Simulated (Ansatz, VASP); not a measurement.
Y: VASP beside Ansatz

Contents of INCAR:

```
ALGO = Normal ; EDIFF = 1E-6
ENCUT = 520 ; GGA = CA
ISIF = 2 ; ISMEAR = -1
LASPH = T ; LCHARG = F
LREAL = F ; LWAVE = F
NBANDS = 18 ; NELM = 100
PREC = Accurate ; SIGMA = 0.1
```

KPOINTS

```
k-points
0
Gamma
  2 2 1
```

File POSCAR:

```
Y
1.0
    3.5392700426      0.0000000000      0.0000000000
   -1.7696350213      3.0650977678      0.0000000000
    0.0000000000      0.0000000000      5.5248319794
Y
2
Direct
    0.3333333333      0.6666666667      0.2500000000
    0.6666666667      0.3333333333      0.7500000000
```

Input for Ansatz:

```yaml
crystal:
  lattice:
    - [3.5392700426, 0.0, 0.0]
    - [-1.7696350213, 3.0650977678, 0.0]
    - [0.0, 0.0, 5.5248319794]
  atoms:
    - { symbol: "Y", position: [0.3333333333, 0.6666666667, 0.25] }
    - { symbol: "Y", position: [0.6666666667, 0.3333333333, 0.75] }
hamiltonian:
  xc: lda
  pseudopotentials:
    kind: paw
    azcp:
      "Y": "pseudopotentials/Y.paw.azcp"
basis:
  ecutwfc: 420
  fft_grid_basis: typed
kpoints:
  mp_grid: { grid: [2, 2, 1], shift: [0, 0, 0] }
magnetization:
  spin_polarized: false
scf:
  occupations: { method: fermi_dirac, width: 0.1 }
  lower_state_search: "off"
output:
  stress: true
```

Alike in both runs: task single point; functional LDA; k mesh 2 × 2 × 1; occupations fermi-dirac, width 0.1 eV; no spin polarisation.

```csv
,VASP,Ansatz
version,VASP 6.6.1,Ansatz 0.2.0
potentials or method,"VASP PAW LDA potentials, release 64 (Y_sv), cutoff 520 eV","plane waves (420 eV) with PAW, scalar-relativistic"
valence electrons in the cell,22,22
```

Ansatz gave:

* pressure (GPa): -10.2
* traceless stress, the component that is largest in VASP (GPa): 1.07

Question: What did VASP give for the same quantities?

Answer: Pressure (GPa): -10.4; traceless stress, the component that is largest in VASP (GPa): 1.12.

Ansatz warns that its potentials were made for another functional, while VASP's fit it. LDA's correlation is that of Perdew and Zunger in VASP and of Perdew and Wang (1992) in Ansatz.

The k mesh is coarse, so the values compare programs but aren't converged.
